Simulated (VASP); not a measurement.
A run of VASP 6.6.1 is set up as follows.

Contents of INCAR:

```
PREC = Accurate
ENCUT = 520
EDIFF = 1E-6
ISMEAR = 0
SIGMA = 0.028000000000000004
LREAL = F
LASPH = T
NELM = 60
ALGO = Normal
ISIF = 2
LWAVE = F
LCHARG = F
GGA = PE
NBANDS = 12
```

The input KPOINTS:

```
regular mesh
0
Gamma
  12 12 12
```

File POSCAR:

```
Zn
1.0
   -1.5690370000      1.5690370000      1.5690370000
    1.5690370000     -1.5690370000      1.5690370000
    1.5690370000      1.5690370000     -1.5690370000
Zn
1
Direct
    0.0000000000      0.0000000000      0.0000000000
```

Potentials or basis: VASP PAW PBE potentials, release 64 (Zn).

The run is started by

```bash
$ cat potpaw_PBE.64/Zn/POTCAR > POTCAR
$ mpirun -np 1 vasp_std > vasp.out
```

What does it give for the pressure?

0.1 GPa.

Estimate the band gap on the k mesh.

zero (band 6 reaches 7.27 eV, above the bottom of band 7 at 2.09 eV).
